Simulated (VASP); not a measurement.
# TaN (Cmc2_1) in VASP: single point with PBE

Aim: the single point of TaN with PBE.

All numbers are computed with VASP 6.6.1; they aren't measurements. Logs are shortened: lines on timing, memory, paths and dates and some standing lists are left out, and cuts for length are marked.

## 1. The cell of the first run

Symmetry: Cmc2_1, No. 36, orthorhombic system. The conventional cell has a = 2.917 Å, b = 5.052 Å, c = 5.914 Å, α = 90.00°, β = 90.00°, γ = 90.00°. Within 3.0 Å of Ta (site symmetry m) lie 6 N at 2.17 to 2.32 Å and 8 Ta at 2.92 to 2.96 Å. Within 3.0 Å of N (site symmetry m) lie 6 Ta at 2.17 to 2.32 Å and 6 N at 2.92 Å.

## 2. Single point, PBE (atoms displaced along a vibrational mode)

File INCAR:

```
SYSTEM = TaN
ALGO     = Normal         ! electronic algorithm
EDIFF    = 1E-6           ! SCF threshold, eV
ENCUT    = 520            ! plane-wave cutoff, eV
GGA      = PE             ! functional
ISIF     = 2              ! what is computed and relaxed
ISMEAR   = 0              ! smearing method
LASPH    = .TRUE.         ! aspherical terms in the spheres
LCHARG   = .TRUE.         ! write CHGCAR
LELF     = .TRUE.         ! ELF
LREAL    = .FALSE.        ! projectors in reciprocal space
LVHAR    = .TRUE.       
LWAVE    = .FALSE.        ! write WAVECAR
NBANDS   = 24             ! bands
NELM     = 80             ! most SCF steps
PREC     = Accurate       ! precision mode
SIGMA    = 0.15           ! smearing width, eV
```

File KPOINTS:

```
k-points
0
G
  15 15 8
  0 0 0
```

File POSCAR:

```
TaN
1.0
    2.9168996769      0.0000000000      0.0000000000
   -1.4584498385      2.5261092205      0.0000000000
    0.0000000000      0.0000000000      5.9142266377
Ta N
2 2
Direct
   -0.0197932851     -0.0395865702      0.0000000000
    0.0197932851      0.0395865702      0.5000000000
    0.3333333333      0.6666666667      0.2500000000
    0.6666666667      0.3333333333      0.7500000000
```

Potentials or basis: VASP PAW PBE potentials, release 64 (Ta_pv, N).

The run is started by

```console
> cat potpaw_PBE.64/Ta_pv/POTCAR potpaw_PBE.64/N/POTCAR > POTCAR
> mpirun -np 1 vasp_std > vasp.out
```

OUTCAR:

```text
SYSTEM = TaN
   EDIFF = 1E-6
   ENCUT = 520
   GGA = PE
   ISIF = 2
   ISMEAR = 0
   LASPH = .TRUE.
   LREAL = .FALSE.
   NELM = 80
   PREC = Accurate

 ion  position               nearest neighbor table
   1  0.980  0.960  0.000-   4 2.17   3 2.21   3 2.21   4 2.28   4 2.28   3 2.32   2 2.96   2 2.96

   2  0.020  0.040  0.500-   3 2.17   4 2.21   4 2.21   3 2.28   3 2.28   4 2.32   1 2.96   1 2.96

   3  0.333  0.667  0.250-   2 2.17   1 2.21   1 2.21   2 2.28   2 2.28   1 2.32
   4  0.667  0.333  0.750-   1 2.17   2 2.21   2 2.21   1 2.28   1 2.28   2 2.32

  LATTYP: Found a hexagonal cell.
 ALAT       =     2.9168996769
 C/A-ratio  =     2.0275728660

  Lattice vectors:

 A1 = (   2.9168996769,   0.0000000000,   0.0000000000)
 A2 = (  -1.4584498385,   2.5261092205,   0.0000000000)
 A3 = (   0.0000000000,   0.0000000000,   5.9142266377)

Analysis of symmetry for initial positions (statically):
=====================================================================
 Subroutine PRICEL returns:
 Original cell was already a primitive cell.

 Routine SETGRP: Setting up the symmetry group for a
 hexagonal supercell.

 Subroutine GETGRP returns: Found  4 space group operations
 (whereof  2 operations were pure point group operations)
 out of a pool of 24 trial point group operations.

The static configuration has the point symmetry C_1h.
 The point group associated with its full space group is C_2v.

Analysis of symmetry for dynamics (positions and initial velocities):
=====================================================================
 Subroutine PRICEL returns:
 Original cell was already a primitive cell.

 Routine SETGRP: Setting up the symmetry group for a
 hexagonal supercell.

 Subroutine GETGRP returns: Found  4 space group operations
 (whereof  2 operations were pure point group operations)
 out of a pool of 24 trial point group operations.

The dynamic configuration has the point symmetry C_1h.
 The point group associated with its full space group is C_2v.

 Subroutine INISYM returns: Found  4 space group operations
 (whereof  2 operations are pure point group operations),
 and found     1 'primitive' translations

----------------------------------------------------------------------------------------

                                     Primitive cell

  volume of cell :      43.5784

  direct lattice vectors                    reciprocal lattice vectors
     2.916899677  0.000000000  0.000000000     0.342829754  0.197932851  0.000000000
    -1.458449838  2.526109220  0.000000000     0.000000000  0.395865702  0.000000000
     0.000000000  0.000000000  5.914226638     0.000000000  0.000000000  0.169083815

  length of vectors
     2.916899677  2.916899677  5.914226638     0.395865702  0.395865702  0.169083815

  position of ions in fractional coordinates (direct lattice)
     0.980206715  0.960413430  0.000000000
     0.019793285  0.039586570  0.500000000
     0.333333333  0.666666667  0.250000000
     0.666666667  0.333333333  0.750000000

  ion indices of the primitive-cell ions
   primitive index   ion index
                 1           1
                 2           2
                 3           3
                 4           4

----------------------------------------------------------------------------------------

 KPOINTS: k-points

Automatic generation of k-mesh.
 Grid dimensions read from file:
 generate k-points for:   15   15    8

 Generating k-lattice:

  Cartesian coordinates                     Fractional coordinates (reciprocal lattice)
     0.022855317  0.013195523  0.000000000     0.066666667  0.000000000  0.000000000
     0.000000000  0.026391047  0.000000000     0.000000000  0.066666667  0.000000000
     0.000000000  0.000000000  0.021135477     0.000000000  0.000000000  0.125000000

  Length of vectors
     0.026391047  0.026391047  0.021135477

  Shift w.r.t. Gamma in fractional coordinates (k-lattice)
     0.000000000  0.000000000  0.000000000

 Subroutine IBZKPT returns following result:
 ===========================================

 Found    320 irreducible k-points:

 Following reciprocal coordinates:
            Coordinates               Weight
  0.000000  0.000000  0.000000      1.000000
  0.066667 -0.000000  0.000000      4.000000
  0.000000  0.066667  0.000000      2.000000
  0.133333 -0.000000  0.000000      4.000000
  0.000000  0.133333  0.000000      2.000000
  0.200000  0.000000  0.000000      4.000000
[... 16 lines left out ...]
 -0.266667  0.200000  0.000000      4.000000
  0.266667  0.066667  0.000000      4.000000
 [... further k-points ...]
   k-points           NKPTS =    320   k-points in BZ     NKDIM =    320   number of bands    NBANDS=     24
   number of dos      NEDOS =    301   number of ions     NIONS =      4
   total plane-waves  NPLWV =  27648
   dimension x,y,z NGX =    24 NGY =   24 NGZ =   48
   dimension x,y,z NGXF=    48 NGYF=   48 NGZF=   96
   ions per type =               2   2
   NGX,Y,Z   is equivalent  to a cutoff of  13.68, 13.68, 13.49 a.u.
   NGXF,Y,Z  is equivalent  to a cutoff of  27.36, 27.36, 26.99 a.u.
 SYSTEM =  TaN
   PREC   = accura    normal or accurate (medium, high low for compatibility)
   ISTART =      0    job   : 0-new  1-cont  2-samecut
   ICHARG =      2    charge: 1-file 2-atom 10-const
   ISPIN  =      1    spin polarized calculation?
   LNONCOLLINEAR =      F non collinear calculations
   LSORBIT =      F    spin-orbit coupling
   LASPH  =      T    aspherical Exc in radial PAW
   ENCUT  =  520.0 eV  38.22 Ry    6.18 a.u.   5.42  5.42 11.00*2*pi/ulx,y,z
   NELM   =     80;   NELMIN=  2; NELMDL= -5     # of ELM steps
   EDIFF  = 0.1E-05   stopping-criterion for ELM
   LREAL  =      F    real-space projection
   EDIFFG = 0.1E-04   stopping-criterion for IOM
   NSW    =      0    number of steps for IOM
   IBRION =     -1    ionic relax: 0-MD 1-quasi-New 2-CG
   NFREE  =      0    steps in history (QN), initial steepest desc. (CG)
   ISIF   =      2    stress and relaxation
   ISYM   =      2    0-nonsym 1-usesym 2-fastsym
   POTIM  = 0.5000    time-step for ionic-motion
   TEBEG  =    0.0;   TEEND  =   0.0 temperature during run
   PSTRESS=    0.0 pullay stress
   NELECT =      32.0000    total number of electrons
   NUPDOWN=      -1.0000    fix difference up-down
   EMIN   =  10.00;   EMAX   =-10.00  energy-range for DOS
   EFERMI =   0.00;   METHOD = LEGACY
   ISMEAR =     0;   SIGMA  =   0.15  broadening in eV -4-tet -1-fermi 0-gaus
   EFERMI_NEDOS =   21; number of points for ismear=-14 and -15
   IALGO  =     38    algorithm
   IMIX   =      4    mixing-type and parameters
     AMIX     =   0.40;   BMIX     =  1.00
     AMIX_MAG =   1.60;   BMIX_MAG =  1.00
  volume/ion in A,a.u.               =      10.89        73.52
  Fermi-wavevector in a.u.,A,eV,Ry     =   1.476956  2.791043 29.679746  2.181400
  Thomas-Fermi vector in A             =   2.591419
   LORBIT       =      0    0 simple, 1 ext, 2 COOP (PROOUT), +10 PAW based schemes
   GGA     = PE    functional components
   LHFCALC =     F    Hartree Fock is set to
   AEXX    =    0.0000 exact exchange contribution
   IVDW    =     0    specifies the selected vdW correction
   LEPSILON=     F    determine dielectric tensor
   LRPA    =     F    only Hartree local field effects (RPA)
 non-spin polarized calculation
 Gauss-broadening in eV      SIGMA  =   0.15
  energy-cutoff  :      520.00
  volume of cell :       43.58
 maximum number of plane-waves:      1221
 NGX is ok and might be reduce to    24
   NGX = 11   NGY = 11   NGZ = 21

 number of electron      32.0000004 magnetization

 Free energy of the ion-electron system (eV)
  ---------------------------------------------------
  ext. energy  EPLUGINS =         0.00000000
  ---------------------------------------------------
  free energy    TOTEN  =       -43.89745957 eV

  energy without entropy =      -43.88447138  energy(sigma->0) =      -43.89096547

 E-fermi :   8.1729     XC(G=0): -13.2847

 val. band max:        8.1691706581   @ k =   0.4667   0.2667   0.0000
 cond. band min:       8.1796054197   @ k =  -0.3333   0.2000   0.2500
 fundamental gap:      0.0104347615
 Fermi energy:         8.1728670871

 k-point     1 :       0.0000    0.0000    0.0000
  band No.  band energies     occupation
      1     -27.4452      2.00000
      2     -26.7082      2.00000
      3     -26.4458      2.00000
      4     -26.4417      2.00000
      5     -26.3911      2.00000
      6     -26.3832      2.00000
[... 16 lines left out ...]
     23      12.2100      0.00000
     24      14.0875      0.00000

 k-point     2 :       0.0667   -0.0000    0.0000
  band No.  band energies     occupation
      1     -27.4338      2.00000
      2     -26.7016      2.00000
      3     -26.4938      2.00000
      4     -26.4556      2.00000
      5     -26.4321      2.00000
      6     -26.3989      2.00000
[... 16 lines left out ...]
     23      12.2410      0.00000
     24      13.9066      0.00000

 k-point     3 :       0.0000    0.0667    0.0000
  band No.  band energies     occupation
      1     -27.4337      2.00000
      2     -26.7017      2.00000
      3     -26.4968      2.00000
      4     -26.4526      2.00000
      5     -26.4376      2.00000
      6     -26.3933      2.00000
[... 16 lines left out ...]
     23      12.1528      0.00000
     24      13.9011      0.00000
[... 514 lines left out ...]
 k-point    23 :      -0.2667    0.2000    0.0000
  band No.  band energies     occupation
      1     -27.3202      2.00000
      2     -26.9627      2.00000
      3     -26.8648      2.00000
      4     -26.6359      2.00000
      5     -26.5749      2.00000
      6     -26.5114      2.00000
[... 16 lines left out ...]
     23      13.4709      0.00000
     24      14.1178      0.00000

 k-point    24 :       0.2667    0.0667    0.0000
  band No.  band energies     occupation
      1     -27.2669      2.00000
      2     -27.1719      2.00000
      3     -27.0620      2.00000
      4     -26.6302      2.00000
      5     -26.6042      2.00000
      6     -26.5622      2.00000
[... 16 lines left out ...]
     23      14.0942      0.00000
     24      14.6458      0.00000

 [... further k-points ...]

------------------------ aborting loop because EDIFF is reached ----------------------------------------

  FORCE on cell =-STRESS in cart. coord.  units (eV):
  Direction    XX          YY          ZZ          XY          YZ          ZX
  --------------------------------------------------------------------------------------
  -------------------------------------------------------------------------------------
  Total        0.4201242      0.6053505      0.8741718     -0.0000000      0.0000000      0.0000000
  in kB       15.4460241     22.2559389     32.1392556     -0.0000000      0.0000000      0.0000000
  external PRESSURE =      23.2804062 kB  Pullay stress =       0.0000000 kB

 VOLUME and BASIS-vectors are now :
 -----------------------------------------------------------------------------
  energy-cutoff  :      520.00
  volume of cell :       43.58
      direct lattice vectors                 reciprocal lattice vectors
     2.916899677  0.000000000  0.000000000     0.342829754  0.197932851  0.000000000
    -1.458449838  2.526109220  0.000000000     0.000000000  0.395865702  0.000000000
     0.000000000  0.000000000  5.914226638     0.000000000  0.000000000  0.169083815

 POSITION                                       TOTAL-FORCE (eV/Angst)
 -----------------------------------------------------------------------------------
      1.45845      2.42611      0.00000        -0.000000      1.310356      0.010027
     -0.00000      0.10000      2.95711         0.000000     -1.310356      0.010027
     -0.00000      1.68407      1.47856        -0.000000      0.051825     -0.010027
      1.45845      0.84204      4.43567         0.000000     -0.051825     -0.010027
 -----------------------------------------------------------------------------------
    total drift:                               -0.000000      0.000000      0.000001

  FREE ENERGIE OF THE ION-ELECTRON SYSTEM (eV)
  ---------------------------------------------------
  free  energy   TOTEN  =       -43.8974595712 eV

  energy  without entropy=      -43.8844713756  energy(sigma->0) =      -43.89096547
```

It took 2.2 min on 1 thread of Intel Xeon Platinum 8488C (Sapphire Rapids), shared host; peak memory 0.4 GiB.

What came out:

```yaml
Free_energy: -43.8975 eV
Pressure: 2.3 GPa
Largest_force: 1.310 eV/Å
Band_gap_on_the_k_mesh: zero (bands 16 and 17 overlap by 0.93 eV)
```

Forces on the atoms (eV/Å):
```
Ta   0.000  1.310  0.010
Ta   0.000 -1.310  0.010
N    0.000  0.052 -0.010
N    0.000 -0.052 -0.010
```

Caveat: the cell differs from its parent crystal (atoms displaced along a vibrational mode); spin-orbit coupling is left out, which moves the levels of the heavy elements; forces of over 1 eV/Å act on the atoms, so gaps and moduli don't describe the material at rest.
